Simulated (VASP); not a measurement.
## ZrB2: relaxation of shape and atoms at fixed volume with PBE

Crystal: ZrB2.

```
Zr B
1.0
     3.14968    0.00000    0.00000
    -1.57484    2.72770    0.00000
     0.00000    0.00000    3.51902
Zr B
1 2
Cartesian
  0.0000 0.0000 0.0000
  0.0000 1.8185 1.7595
  1.5748 0.9092 1.7595
```

This cell differs from its parent crystal: volume scaled by 0.980.

```
Program                : VASP 6.6.1
Task                   : relaxation of shape and atoms at fixed volume
Functional             : PBE
Potentials or basis    : VASP PAW PBE potentials, release 64 (Zr_sv, B)
Cutoff                 : 600 eV
k mesh                 : 12 × 12 × 10
Occupations            : gaussian, width 0.05 eV
Spin                   : no spin polarisation
Dipole correction      : no
Further INCAR settings : ALGO = Normal; EDIFF = 1e-06; IBRION = 2; EDIFFG = -0.01; NSW = 60; ISIF = 4
```

| Property | Result |
| --- | --- |
| Energy gained by relaxing | 0.0 meV/atom |
| Ionic steps | 2 |
| Pressure after relaxing | 5.1 GPa |
| Band gap on the k mesh | zero (band 9 reaches 11.29 eV, above the bottom of band 10 at 10.16 eV) |

Final structure:
```
Zr B
1.0
     3.15069    0.00000    0.00000
    -1.57535    2.72858    0.00000
     0.00000    0.00000    3.51674
Zr B
1 2
Cartesian
  3.1507 0.0000 3.5167
  0.0000 1.8191 1.7584
  1.5753 0.9095 1.7584
```

Levels at points of the mesh, in eV from the Fermi level:
| k point | band 5 | band 6 | band 7 | band 8 | band 9 | band 10 | band 11 | band 12 | band 13 |
| --- | --- | --- | --- | --- | --- | --- | --- | --- | --- |
| (0.00, 0.00, 0.00) | -12.92 | -2.76 | -2.76 | -2.73 | -2.46 | 3.37 | 3.37 | 4.14 | 4.14 |
| (0.50, 0.00, 0.00) | -9.14 | -8.63 | -4.07 | -3.18 | -2.83 | 2.15 | 2.24 | 4.94 | 5.01 |
| (0.00, 0.00, 0.50) | -10.83 | -7.11 | -1.07 | -1.07 | 0.24 | 0.24 | 0.69 | 0.69 | 1.74 |
| (0.50, 0.00, 0.50) | -10.11 | -7.13 | -4.77 | -4.29 | -2.07 | 3.70 | 4.07 | 5.32 | 6.26 |

Run time: 43 s on 1 thread of AMD EPYC 9R45 96-Core Processor (Zen 5), with other jobs on the host, peak memory 0.17 GiB.
